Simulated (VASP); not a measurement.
# Rh (I4/mmm) in VASP: a series of runs

Rh is run at these levels: PBEsol; tasks: single point.

Program: VASP 6.6.1. These are calculated values, not measurements. Logs are shortened: lines on timing, memory, paths and dates and some standing lists are left out, and cuts for length are marked.

## (1) The cell of the first run

The structure is tetragonal, space group I4/mmm (No. 139). Conventional cell: a = 2.689 Å, b = 2.689 Å, c = 3.898 Å, α = 90.00°, β = 90.00°, γ = 90.00°. Within 3.5 Å of Rh (site symmetry 4/mmm) lie 12 Rh at 2.69 to 2.72 Å.

## (2) Single point, PBEsol (strain +0.000 along x and y, +0.025 along z)

The input, INCAR:

```
SYSTEM = Rh
ALGO = Fast
EDIFF = 1E-6
ENCUT = 520
GGA = PS
ISIF = 2
ISMEAR = 0
LASPH = .True.
LCHARG = .False.
LREAL = .False.
LWAVE = .False.
NBANDS = 14
NELM = 60
PREC = Accurate
SIGMA = 0.15
```

The input, KPOINTS:

```
k-points
0
Gamma
  22 22 22
  0 0 0
```

The input, POSCAR:

```
Rh
1.0
    0.0000000000      1.9015500000      1.9490887500
    1.9015500000      0.0000000000      1.9490887500
    1.9015500000      1.9015500000      0.0000000000
Rh
1
Direct
    0.0000000000      0.0000000000      0.0000000000
```

Potentials or basis: VASP PAW PBE potentials, release 64 (Rh_pv).

On the command line:

```console
$ cat potpaw_PBE.64/Rh_pv/POTCAR > POTCAR
$ mpirun -np 1 vasp_std > vasp.out
```

OUTCAR:

```text
SYSTEM = Rh
   EDIFF = 1E-6
   ENCUT = 520
   GGA = PS
   ISIF = 2
   ISMEAR = 0
   LASPH = .True.
   LREAL = .False.
   NELM = 60
   PREC = Accurate

 ion  position               nearest neighbor table
   1  0.000  0.000  0.000-

  LATTYP: Found a body centered tetragonal cell.
 ALAT       =     2.6891977995
 C/A-ratio  =     1.4495689014

  Lattice vectors:

 A1 = (  -1.9015500000,   0.0000000000,   1.9490887500)
 A2 = (   1.9015500000,   0.0000000000,   1.9490887500)
 A3 = (   0.0000000000,   1.9015500000,  -1.9490887500)

Analysis of symmetry for initial positions (statically):
=====================================================================
 Subroutine PRICEL returns:
 Original cell was already a primitive cell.

 Routine SETGRP: Setting up the symmetry group for a
 body centered tetragonal supercell.

 Subroutine GETGRP returns: Found 16 space group operations
 (whereof 16 operations were pure point group operations)
 out of a pool of 16 trial point group operations.

The static configuration has the point symmetry D_4h.

Analysis of symmetry for dynamics (positions and initial velocities):
=====================================================================
 Subroutine PRICEL returns:
 Original cell was already a primitive cell.

 Routine SETGRP: Setting up the symmetry group for a
 body centered tetragonal supercell.

 Subroutine GETGRP returns: Found 16 space group operations
 (whereof 16 operations were pure point group operations)
 out of a pool of 16 trial point group operations.

The dynamic configuration has the point symmetry D_4h.

 Subroutine INISYM returns: Found 16 space group operations
 (whereof 16 operations are pure point group operations),
 and found     1 'primitive' translations

----------------------------------------------------------------------------------------

                                     Primitive cell

  volume of cell :      14.0954

  direct lattice vectors                    reciprocal lattice vectors
     0.000000000  1.901550000  1.949088750    -0.262943388  0.262943388  0.256530135
     1.901550000  0.000000000  1.949088750     0.262943388 -0.262943388  0.256530135
     1.901550000  1.901550000  0.000000000     0.262943388  0.262943388 -0.256530135

  length of vectors
     2.723020264  2.723020264  2.689197800     0.451758963  0.451758963  0.451758963

  position of ions in fractional coordinates (direct lattice)
     0.000000000  0.000000000  0.000000000

  ion indices of the primitive-cell ions
   primitive index   ion index
                 1           1

----------------------------------------------------------------------------------------

 KPOINTS: k-points

Automatic generation of k-mesh.
 Grid dimensions read from file:
 generate k-points for:   22   22   22

 Generating k-lattice:

  Cartesian coordinates                     Fractional coordinates (reciprocal lattice)
    -0.011951972  0.011951972  0.011660461     0.045454545  0.000000000  0.000000000
     0.011951972 -0.011951972  0.011660461     0.000000000  0.045454545  0.000000000
     0.011951972  0.011951972 -0.011660461     0.000000000  0.000000000  0.045454545

  Length of vectors
     0.020534498  0.020534498  0.020534498

  Shift w.r.t. Gamma in fractional coordinates (k-lattice)
     0.000000000  0.000000000  0.000000000

 Subroutine IBZKPT returns following result:
 ===========================================

 Found    834 irreducible k-points:

 Following reciprocal coordinates:
            Coordinates               Weight
  0.000000  0.000000  0.000000      1.000000
  0.045455  0.000000  0.000000      8.000000
  0.090909  0.000000  0.000000      8.000000
  0.136364  0.000000  0.000000      8.000000
  0.181818  0.000000  0.000000      8.000000
  0.227273  0.000000  0.000000      8.000000
[... 16 lines left out ...]
  0.500000  0.045455  0.000000      8.000000
 -0.454545  0.045455  0.000000      8.000000
 [... further k-points ...]
   k-points           NKPTS =    834   k-points in BZ     NKDIM =    834   number of bands    NBANDS=     14
   number of dos      NEDOS =    301   number of ions     NIONS =      1
   total plane-waves  NPLWV =   8000
   dimension x,y,z NGX =    20 NGY =   20 NGZ =   20
   dimension x,y,z NGXF=    40 NGYF=   40 NGZF=   40
   ions per type =               1
   NGX,Y,Z   is equivalent  to a cutoff of  12.21, 12.21, 12.36 a.u.
   NGXF,Y,Z  is equivalent  to a cutoff of  24.42, 24.42, 24.73 a.u.
 SYSTEM =  Rh
   PREC   = accura    normal or accurate (medium, high low for compatibility)
   ISTART =      0    job   : 0-new  1-cont  2-samecut
   ICHARG =      2    charge: 1-file 2-atom 10-const
   ISPIN  =      1    spin polarized calculation?
   LNONCOLLINEAR =      F non collinear calculations
   LSORBIT =      F    spin-orbit coupling
   LASPH  =      T    aspherical Exc in radial PAW
   ENCUT  =  520.0 eV  38.22 Ry    6.18 a.u.   5.06  5.06  5.00*2*pi/ulx,y,z
   NELM   =     60;   NELMIN=  2; NELMDL= -5     # of ELM steps
   EDIFF  = 0.1E-05   stopping-criterion for ELM
   LREAL  =      F    real-space projection
   EDIFFG = 0.1E-04   stopping-criterion for IOM
   NSW    =      0    number of steps for IOM
   IBRION =     -1    ionic relax: 0-MD 1-quasi-New 2-CG
   NFREE  =      0    steps in history (QN), initial steepest desc. (CG)
   ISIF   =      2    stress and relaxation
   ISYM   =      2    0-nonsym 1-usesym 2-fastsym
   POTIM  = 0.5000    time-step for ionic-motion
   TEBEG  =    0.0;   TEEND  =   0.0 temperature during run
   PSTRESS=    0.0 pullay stress
   NELECT =      15.0000    total number of electrons
   NUPDOWN=      -1.0000    fix difference up-down
   EMIN   =  10.00;   EMAX   =-10.00  energy-range for DOS
   EFERMI =   0.00;   METHOD = LEGACY
   ISMEAR =     0;   SIGMA  =   0.15  broadening in eV -4-tet -1-fermi 0-gaus
   EFERMI_NEDOS =   21; number of points for ismear=-14 and -15
   IALGO  =     68    algorithm
   IMIX   =      4    mixing-type and parameters
     AMIX     =   0.40;   BMIX     =  1.00
     AMIX_MAG =   1.60;   BMIX_MAG =  1.00
  volume/ion in A,a.u.               =      14.10        95.12
  Fermi-wavevector in a.u.,A,eV,Ry     =   1.671397  3.158482 38.008787  2.793567
  Thomas-Fermi vector in A             =   2.756726
   LORBIT       =      0    0 simple, 1 ext, 2 COOP (PROOUT), +10 PAW based schemes
   GGA     = PS    functional components
   LHFCALC =     F    Hartree Fock is set to
   AEXX    =    0.0000 exact exchange contribution
   IVDW    =     0    specifies the selected vdW correction
   LEPSILON=     F    determine dielectric tensor
   LRPA    =     F    only Hartree local field effects (RPA)
 non-spin polarized calculation
 RMM-DIIS sequential band-by-band and
 Gauss-broadening in eV      SIGMA  =   0.15
  energy-cutoff  :      520.00
  volume of cell :       14.10
 maximum number of plane-waves:       388
   NGX = 11   NGY = 11   NGZ =  9

 number of electron      15.0000001 magnetization

 Free energy of the ion-electron system (eV)
  ---------------------------------------------------
  ext. energy  EPLUGINS =         0.00000000
  ---------------------------------------------------
  free energy    TOTEN  =        -8.11962124 eV

  energy without entropy =       -8.10402838  energy(sigma->0) =       -8.11182481

 E-fermi :  11.2979     XC(G=0): -14.0583

 val. band max:       11.2972103108   @ k =  -0.4545   0.4545   0.0000
 cond. band min:      11.2979896675   @ k =   0.4545   0.0909   0.3182
 fundamental gap:      0.0007793567
 Fermi energy:        11.2979358100

 k-point     1 :       0.0000    0.0000    0.0000
  band No.  band energies     occupation
      1     -34.9985      2.00000
      2     -34.9851      2.00000
      3     -34.9851      2.00000
      4       3.4332      2.00000
      5       8.1513      2.00000
      6       8.4148      2.00000
      7       8.4148      2.00000
      8      10.1923      2.00000
      9      10.5100      2.00000
     10      27.2630      0.00000
     11      31.7407      0.00000
     12      32.0828      0.00000
     13      32.8068      0.00000
     14      32.8068      0.00000

 k-point     2 :       0.0455    0.0000    0.0000
  band No.  band energies     occupation
      1     -35.0070      2.00000
      2     -34.9929      2.00000
      3     -34.9867      2.00000
      4       3.5150      2.00000
      5       8.1597      2.00000
      6       8.4019      2.00000
      7       8.4467      2.00000
      8      10.1771      2.00000
      9      10.4892      2.00000
     10      27.3799      0.00000
     11      31.7360      0.00000
     12      31.9073      0.00000
     13      32.6128      0.00000
     14      32.9246      0.00000

 k-point     3 :       0.0909    0.0000    0.0000
  band No.  band energies     occupation
      1     -35.0454      2.00000
      2     -35.0020      2.00000
      3     -34.9916      2.00000
      4       3.7541      2.00000
      5       8.1379      2.00000
      6       8.4131      2.00000
      7       8.5353      2.00000
      8      10.1423      2.00000
      9      10.4358      2.00000
     10      27.7041      0.00000
     11      30.9462      0.00000
     12      31.7443      0.00000
     13      32.8056      0.00000
     14      33.2694      0.00000
[... 324 lines left out ...]
 k-point    23 :       0.5000    0.0455    0.0000
  band No.  band energies     occupation
      1     -35.6590      2.00000
      2     -35.1084      2.00000
      3     -35.0699      2.00000
      4       5.4043      2.00000
      5       8.0756      2.00000
      6       8.4485      2.00000
      7      11.0980      1.94058
      8      11.7969      0.00000
      9      12.7913      0.00000
     10      19.6791      0.00000
     11      26.8256      0.00000
     12      31.7367      0.00000
     13      31.9019      0.00000
     14      32.3742      0.00000

 k-point    24 :      -0.4545    0.0455    0.0000
  band No.  band energies     occupation
      1     -35.6556      2.00000
      2     -35.1100      2.00000
      3     -35.0669      2.00000
      4       5.4104      2.00000
      5       8.0941      2.00000
      6       8.4463      2.00000
      7      11.0638      1.97270
      8      11.7091      0.00011
      9      12.7719      0.00000
     10      19.8043      0.00000
     11      26.8498      0.00000
     12      31.7203      0.00000
     13      31.7864      0.00000
     14      32.6339      0.00000

 [... further k-points ...]
[... 5 lines left out ...]
  --------------------------------------------------------------------------------------
  -------------------------------------------------------------------------------------
  Total       -0.8272628     -0.8272628     -1.3336145      0.0000000      0.0000000      0.0000000
  in kB      -94.0322796    -94.0322796   -151.5876382      0.0000000      0.0000000      0.0000000
  external PRESSURE =    -113.2173991 kB  Pullay stress =       0.0000000 kB

 VOLUME and BASIS-vectors are now :
 -----------------------------------------------------------------------------
  energy-cutoff  :      520.00
  volume of cell :       14.10
      direct lattice vectors                 reciprocal lattice vectors
     0.000000000  1.901550000  1.949088750    -0.262943388  0.262943388  0.256530135
     1.901550000  0.000000000  1.949088750     0.262943388 -0.262943388  0.256530135
     1.901550000  1.901550000  0.000000000     0.262943388  0.262943388 -0.256530135

 POSITION                                       TOTAL-FORCE (eV/Angst)
 -----------------------------------------------------------------------------------
      0.00000      0.00000      0.00000        -0.000000      0.000000     -0.000000
 -----------------------------------------------------------------------------------
    total drift:                               -0.000000     -0.000000     -0.000000

  FREE ENERGIE OF THE ION-ELECTRON SYSTEM (eV)
  ---------------------------------------------------
  free  energy   TOTEN  =        -8.1196212391 eV

  energy  without entropy=       -8.1040283760  energy(sigma->0) =       -8.11182481
```

Wall time 80 s (1 thread of AMD EPYC 9R45 (Zen 5), shared host); peak memory 0.22 GiB.

What came out:

| Item | Value |
| --- | --- |
| Free energy | -8.1196 eV |
| Pressure | -11.3 GPa |

Levels at points of the mesh, in eV from the Fermi level:
```csv
k point,band 5,band 6,band 7,band 8,band 9,band 10
"(0.00, 0.00, 0.00)",-3.15,-2.88,-2.88,-1.11,-0.79,15.97
"(0.50, 0.00, 0.00)",-3.17,-2.90,0.49,0.62,0.69,8.34
"(0.50, 0.50, 0.00)",-5.74,0.55,0.94,0.94,2.82,11.46
"(0.50, 0.00, 0.50)",-5.75,0.52,0.84,1.07,3.33,12.14
```

Caveat: the cell differs from its parent crystal (strain +0.000 along x and y, +0.025 along z); the PAW data sets were made with another functional, which shifts forces and pressure a little.

(Continued in part 2 of 2.)
